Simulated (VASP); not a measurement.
# W in VASP: a series of runs

Runs on W. Level: PBE. Tasks: single point.

All numbers are computed with VASP 6.6.1; they aren't measurements. Logs are shortened: lines on timing, memory, paths and dates and some standing lists are left out, and cuts for length are marked.

## (1) The cell of the first run

The cell holds a slab with vacuum, 3 atoms: a = 2.757 Å, b = 2.757 Å, c = 18.502 Å, α = 90.00°, β = 90.00°, γ = 109.47°.

## (2) Single point, PBE

The input, INCAR:

```
SYSTEM = W
PREC = Accurate
ENCUT = 520
EDIFF = 1E-6
ISMEAR = 0
SIGMA = 0.1
LREAL = .FALSE.
LASPH = .TRUE.
NELM = 100
ALGO = Normal
ISIF = 2
LWAVE = .FALSE.
LCHARG = .FALSE.
LDIPOL = .TRUE.
IDIPOL = 3
DIPOL = 0.5 0.5 0.496
GGA = PE
ISYM = 0
NBANDS = 28
```

The input, KPOINTS:

```
Automatic mesh
0
G
  11 11 1
  0 0 0
```

The input, POSCAR:

```
W
1.0
    2.7571643582      0.0000000000      0.0000000000
   -0.9190547861      2.5994794860      0.0000000000
    0.0000000000      0.0000000000     18.5024305430
W
3
Direct
    0.5000000000      0.5000000000      0.3783286733
    0.0001660917     -0.0000328790      0.4960426889
    0.5002641148      0.5000100610      0.6137551343
```

Potentials or basis: VASP PAW PBE potentials, release 64 (W_sv).

Launch:

```
$ cat potpaw_PBE.64/W_sv/POTCAR > POTCAR
$ mpirun -np 1 vasp_std > vasp.out
```

OUTCAR:

```text
SYSTEM = W
   PREC = Accurate
   ENCUT = 520
   EDIFF = 1E-6
   ISMEAR = 0
   LREAL = .FALSE.
   LASPH = .TRUE.
   NELM = 100
   ISIF = 2
   GGA = PE
   ISYM = 0

 ion  position               nearest neighbor table
   1  0.500  0.500  0.378-   2 2.70   2 2.70   2 3.13   2 3.13
   2  0.000  1.000  0.496-   3 2.70   1 2.70   3 2.70   1 2.70   1 3.13   3 3.13   3 3.13   1 3.13

   3  0.500  0.500  0.614-   2 2.70   2 2.70   2 3.13   2 3.13

IMPORTANT INFORMATION: All symmetrisations will be switched off!
NOSYMM: (Re-)initialisation of all symmetry stuff for point group C_1.

----------------------------------------------------------------------------------------

                                     Primitive cell

  volume of cell :     132.6105

  direct lattice vectors                    reciprocal lattice vectors
     2.757164358  0.000000000  0.000000000     0.362691472  0.128230800  0.000000000
    -0.919054786  2.599479486  0.000000000     0.000000000  0.384692399  0.000000000
     0.000000000  0.000000000 18.502430543     0.000000000  0.000000000  0.054046953

  length of vectors
     2.757164358  2.757164358 18.502430543     0.384692399  0.384692399  0.054046953

  position of ions in fractional coordinates (direct lattice)
     0.500000000  0.500000000  0.378328673
     0.000166092  0.999967121  0.496042689
     0.500264115  0.500010061  0.613755134

  ion indices of the primitive-cell ions
   primitive index   ion index
                 1           1
                 2           2
                 3           3

----------------------------------------------------------------------------------------

 KPOINTS: Automatic mesh

Automatic generation of k-mesh.
 Grid dimensions read from file:
 generate k-points for:   11   11    1

 Generating k-lattice:

  Cartesian coordinates                     Fractional coordinates (reciprocal lattice)
     0.032971952  0.011657345  0.000000000     0.090909091 -0.000000000  0.000000000
     0.000000000  0.034972036  0.000000000     0.000000000  0.090909091  0.000000000
     0.000000000  0.000000000  0.054046953     0.000000000  0.000000000  1.000000000

  Length of vectors
     0.034972036  0.034972036  0.054046953

  Shift w.r.t. Gamma in fractional coordinates (k-lattice)
     0.000000000  0.000000000  0.000000000

 Subroutine IBZKPT returns following result:
[... 53 lines left out ...]
   IBRION =     -1    ionic relax: 0-MD 1-quasi-New 2-CG
   NFREE  =      0    steps in history (QN), initial steepest desc. (CG)
   ISIF   =      2    stress and relaxation
   ISYM   =      0    0-nonsym 1-usesym 2-fastsym
   POTIM  = 0.5000    time-step for ionic-motion
   TEBEG  =    0.0;   TEEND  =   0.0 temperature during run
   PSTRESS=    0.0 pullay stress
   NELECT =      42.0000    total number of electrons
   NUPDOWN=      -1.0000    fix difference up-down
   EMIN   =  10.00;   EMAX   =-10.00  energy-range for DOS
   EFERMI =   0.00;   METHOD = LEGACY
   ISMEAR =     0;   SIGMA  =   0.10  broadening in eV -4-tet -1-fermi 0-gaus
   EFERMI_NEDOS =   21; number of points for ismear=-14 and -15
   IALGO  =     38    algorithm
   IMIX   =      4    mixing-type and parameters
     AMIX     =   0.40;   BMIX     =  1.00
     AMIX_MAG =   1.60;   BMIX_MAG =  1.00
  volume/ion in A,a.u.               =      44.20       298.30
  Fermi-wavevector in a.u.,A,eV,Ry     =   1.115917  2.108778 16.942944  1.245271
  Thomas-Fermi vector in A             =   2.252526
   LORBIT       =      0    0 simple, 1 ext, 2 COOP (PROOUT), +10 PAW based schemes
   GGA     = PE    functional components
   LHFCALC =     F    Hartree Fock is set to
   AEXX    =    0.0000 exact exchange contribution
   IVDW    =     0    specifies the selected vdW correction
   LEPSILON=     F    determine dielectric tensor
   LRPA    =     F    only Hartree local field effects (RPA)
 non-spin polarized calculation
 Gauss-broadening in eV      SIGMA  =   0.10
  energy-cutoff  :      520.00
  volume of cell :      132.61
 maximum number of plane-waves:      3602
 NGX is ok and might be reduce to    24
   NGX = 11   NGY = 11   NGZ = 69

 dipolmoment           0.000000      0.000000     -0.000000 electrons x Angstroem

 number of electron      41.9999996 magnetization

 dipolmoment           0.000000      0.000000      0.000011 electrons x Angstroem

 Free energy of the ion-electron system (eV)
  ---------------------------------------------------
  ext. energy  EPLUGINS =         0.00000000
  ---------------------------------------------------
  free energy    TOTEN  =       -35.86883263 eV

  energy without entropy =      -35.85640965  energy(sigma->0) =      -35.86262114

 E-fermi :   1.0123     XC(G=0):  -6.0394

 val. band max:        1.0031100335   @ k =  -0.4545   0.0909   0.0000
 cond. band min:       1.0155593575   @ k =   0.3636   0.3636   0.0000
 fundamental gap:      0.0124493241
 Fermi energy:         1.0122693476

 k-point     1 :       0.0000    0.0000    0.0000
  band No.  band energies     occupation
      1     -73.0825      2.00000
      2     -72.9222      2.00000
      3     -72.9016      2.00000
      4     -37.7958      2.00000
      5     -37.3065      2.00000
      6     -37.0442      2.00000
[... 733 lines left out ...]
     27       4.3499      0.00000
     28       4.6348      0.00000

 [... further k-points ...]

------------------------ aborting loop because EDIFF is reached ----------------------------------------

 vacuum level on the upper side and lower side of the slab       (xc-potential included)        -0.183        -0.180

  FORCE on cell =-STRESS in cart. coord.  units (eV):
  Direction    XX          YY          ZZ          XY          YZ          ZX
  --------------------------------------------------------------------------------------
  -------------------------------------------------------------------------------------
  Total       -3.1176503     -3.5286300      0.1159494     -0.5812130      0.0003168     -0.0052027
  in kB      -37.6669231    -42.6323106      1.4008815     -7.0221175      0.0038271     -0.0628584
  external PRESSURE =     -26.2994507 kB  Pullay stress =       0.0000000 kB

 VOLUME and BASIS-vectors are now :
 -----------------------------------------------------------------------------
  energy-cutoff  :      520.00
  volume of cell :      132.61
      direct lattice vectors                 reciprocal lattice vectors
     2.757164358  0.000000000  0.000000000     0.362691472  0.128230800  0.000000000
    -0.919054786  2.599479486  0.000000000     0.000000000  0.384692399  0.000000000
     0.000000000  0.000000000 18.502430543     0.000000000  0.000000000  0.054046953

 POSITION                                       TOTAL-FORCE (eV/Angst)
 -----------------------------------------------------------------------------------
      0.91905      1.29974      7.00000         0.001703     -0.000461     -0.034360
     -0.91857      2.59939      9.17800        -0.001024      0.000772     -0.000243
      0.91977      1.29977     11.35596        -0.000679     -0.000311      0.034603
 -----------------------------------------------------------------------------------
    total drift:                                0.000008      0.000007     -0.000334

  FREE ENERGIE OF THE ION-ELECTRON SYSTEM (eV)
  ---------------------------------------------------
  free  energy   TOTEN  =       -35.8688326313 eV

  energy  without entropy=      -35.8564096452  energy(sigma->0) =      -35.86262114

 vacuum level on the upper side and lower side of the slab         5.767         5.774
```

Run time: 4.9 min. Hardware: 1 thread of Intel Xeon Platinum 8375C at 2.90GHz (Ice Lake), shared host; peak memory 0.35 GiB.

What came out:

```
Free energy            : -35.8688 eV
Largest force          : 0.035 eV/Å
Band gap on the k mesh : zero (bands 21 and 22 overlap by 1.77 eV)
```

Forces in eV/Å, atoms in the order of the input:
```
W    0.002  0.000 -0.034
W   -0.001  0.001  0.000
W   -0.001  0.000  0.035
```

Caveat: spin-orbit coupling is left out, which moves the levels of the heavy elements.

## (3) Single point, PBE

The input, INCAR:

```
SYSTEM = W
PREC = Accurate ; ENCUT = 520
EDIFF = 1E-6 ; ISMEAR = 0
SIGMA = 0.1 ; LREAL = .FALSE.
LASPH = .TRUE. ; NELM = 100
ALGO = Normal ; ISIF = 2
LWAVE = .FALSE. ; LCHARG = .FALSE.
LDIPOL = .TRUE. ; IDIPOL = 3
DIPOL = 0.5 0.5 0.496 ; GGA = PE
NBANDS = 28
```

The input, KPOINTS:

```
regular mesh
0
G
  11 11 1
  0 0 0
```

The input, POSCAR:

```
W
1.0
    2.7571643598      0.0000000000      0.0000000000
   -0.9190547866      2.5994794875      0.0000000000
    0.0000000000      0.0000000000     18.5024305457
W
3
Direct
    0.5000000000      0.5000000000      0.3783286732
    0.0000000000      0.0000000000      0.4960503282
    0.5000000000      0.5000000000      0.6137688800
```

Potentials or basis: VASP PAW PBE potentials, release 64 (W_sv).

Launch:

```
$ cat potpaw_PBE.64/W_sv/POTCAR > POTCAR
$ mpirun -np 1 vasp_std > vasp.out
```

It took 2.5 min on 1 thread of Intel Xeon Platinum 8259CL at 2.50GHz (Skylake/Cascade Lake), shared host; peak memory 0.31 GiB.

Results (log left out):

```yaml
Free_energy: -35.8689 eV
Largest_force: 0.033 eV/Å
Band_gap_on_the_k_mesh: zero (bands 21 and 22 overlap by 1.77 eV)
```

Forces in eV/Å, atoms in the order of the input:
```
W    0.000  0.000 -0.033
W    0.000  0.000  0.000
W    0.000  0.000  0.033
```

Levels at points of the mesh, in eV from the Fermi level:
| k point | band 17 | band 18 | band 19 | band 20 | band 21 | band 22 | band 23 | band 24 | band 25 | band 26 |
| --- | --- | --- | --- | --- | --- | --- | --- | --- | --- | --- |
| (0.00, 0.00, 0.00) | -2.02 | -1.41 | -1.21 | -1.00 | -0.59 | -0.54 | 0.80 | 1.86 | 2.06 | 2.10 |

Caveat: spin-orbit coupling is left out, which moves the levels of the heavy elements.
